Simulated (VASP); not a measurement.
## Nb3Sn: single point with r2SCAN

The system is Nb3Sn.

```
Nb Sn
1.0
     5.30035    0.00000    0.00000
     0.00000    5.30035    0.00000
     0.00000    0.00000    5.30035
Nb Sn
6 2
Cartesian
  1.3251 0.0000 2.6502
  2.6502 3.9753 0.0000
  3.9753 0.0000 2.6502
  2.6502 1.3251 0.0000
  0.0000 2.6502 3.9753
  0.0000 2.6502 1.3251
  0.0000 0.0000 0.0000
  2.6502 2.6502 2.6502
```

* Program: VASP 6.6.1
* Task: single point
* Functional: r2SCAN
* Potentials or basis: VASP PAW PBE potentials, release 64 (Nb_sv, Sn_d)
* Cutoff: 520 eV
* k mesh: 4 × 4 × 4
* Occupations: fermi-dirac, width 0.02 eV
* Spin: no spin polarisation

| Quantity | Value |
| --- | --- |
| Pressure | -0.1 GPa |
| Band gap on the k mesh | zero (band 53 reaches 11.48 eV, above the bottom of band 54 at 10.85 eV) |

Levels at points of the mesh, in eV from the Fermi level:
```csv
k point,band 49,band 50,band 51,band 52,band 53,band 54,band 55,band 56,band 57,band 58
"(0.00, 0.00, 0.00)",-1.49,-0.66,-0.66,-0.66,-0.11,-0.11,2.54,2.54,2.54,2.63
"(0.50, 0.00, 0.00)",-1.08,-1.08,-0.95,-0.95,-0.48,-0.48,1.54,1.54,2.31,2.31
"(0.50, 0.50, 0.00)",0.04,0.04,0.05,0.15,0.15,0.58,0.58,0.63,0.73,0.95
"(0.50, 0.50, 0.50)",0.02,0.02,0.02,0.02,0.02,0.02,0.04,0.04,0.04,0.04
```

It took 10 min on 1 thread of AMD EPYC 7R13, on a shared host, peak memory 0.26 GiB.

Caveat: the PAW data sets were made with another functional, which shifts forces and pressure a little; spin-orbit coupling is left out, which moves the levels of the heavy elements.
